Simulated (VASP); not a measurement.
Write the native input for VASP 6.6.1 that does the following.

```
Task                   : single point
Functional             : LDA
Potentials or basis    : VASP PAW LDA potentials, release 64 (Al, N)
Cutoff                 : 520 eV
k mesh                 : 9 × 9 × 6
Occupations            : gaussian, width 0.05 eV
Spin                   : no spin polarisation
Dipole correction      : no
Further INCAR settings : ALGO = Normal; EDIFF = 1e-07; NBANDS = 16
```

The structure of AlN lies in POSCAR:

```
AlN
1.0
    3.0115238416      0.0000000000      0.0000000000
   -1.5057619208      2.6080561509      0.0000000000
    0.0000000000      0.0000000000      4.8201746025
Al N
2 2
Direct
    0.3172581426      0.6345162853      0.0015212672
    0.6827418574      0.3654837147      0.5015212672
    0.3476777443      0.6953554887      0.3834787328
    0.6523222557      0.3046445113      0.8834787328
```

One way to write it, as run:

INCAR

```
  ALGO = Normal
  EDIFF = 1E-7
  ENCUT = 520
  ISIF = 2
  ISMEAR = 0
  LASPH = T
  LCHARG = F
  LREAL = F
  LWAVE = F
  NBANDS = 16
  NELM = 80
  PREC = Accurate
  SIGMA = 0.05
```

KPOINTS

```
k-points
0
Gamma
  9 9 6
```

Potentials or basis: VASP PAW LDA potentials, release 64 (Al, N).

Run with:

```console
$ cat potpaw_LDA.64/Al/POTCAR potpaw_LDA.64/N/POTCAR > POTCAR
$ mpirun -np 1 vasp_std > vasp.out
```

It gave:

```json
{
  "Pressure": "19.2 GPa",
  "Largest force": "0.462 eV/Å",
  "Band gap on the k mesh": "4.85 eV, indirect (least direct gap 5.03 eV)"
}
```

Run time: 19 s on 1 thread of Intel(R) Xeon(R) 6975P-C (Granite Rapids) (shared host), peak memory 0.16 GiB.
